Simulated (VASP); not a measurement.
Al2Si:

```
Al Si
1.0
     2.88206    0.00000    0.00000
     0.00000    2.88206    0.00000
     0.00000    0.00000    6.24984
Al Si
2 1
Direct
  0.50000 0.50000 0.29013
  0.50000 0.50000 0.70987
  0.00000 0.00000 0.00000
```

- Program: VASP 6.6.1
- Task: relaxation of cell and atoms
- Functional: PBE
- Potentials or basis: VASP PAW PBE potentials, release 64 (Al, Si)
- Cutoff: 600 eV
- k mesh: 16 × 16 × 8
- Occupations: gaussian, width 0.1 eV
- Spin: no spin polarisation

At the start: pressure 0.2 GPa; volume 17.30 Å³/atom.

Problem. Where does the relaxation end?

Solution. Over 9 steps the energy falls by 2.2 meV/atom and the volume is 17.28 Å³/atom (-0.1 %); space group P4/mmm (No. 123, to 0.05 Å).

Step by step:
| step | energy change (eV) | largest force (eV/Å) | pressure (GPa) | volume (Å³) |
| --- | --- | --- | --- | --- |
| 1 | 0.0000 | 0.0643 | 0.25 | 51.91 |
| 2 | -0.0022 | 0.0011 | -0.07 | 52.11 |
| 3 | -0.0034 | 0.1009 | -0.69 | 52.54 |
| 4 | -0.0037 | 0.0726 | -0.50 | 52.40 |
| 5 | -0.0051 | 0.0905 | -0.36 | 52.24 |
| 6 | -0.0056 | 0.0943 | -0.21 | 52.11 |
| 7 | -0.0063 | 0.0626 | -0.06 | 51.96 |
| 8 | -0.0067 | 0.0167 | 0.15 | 51.75 |
| 9 | -0.0067 | 0.0006 | 0.01 | 51.85 |

Final structure:
```
CELL_PARAMETERS angstrom
2.85306 0.00000 0.00000
0.00000 2.85306 0.00000
0.00000 0.00000 6.36995
ATOMIC_POSITIONS crystal
Al 0.50000 0.50000 0.29074
Al 0.50000 0.50000 0.70926
Si 0.00000 0.00000 0.00000
```
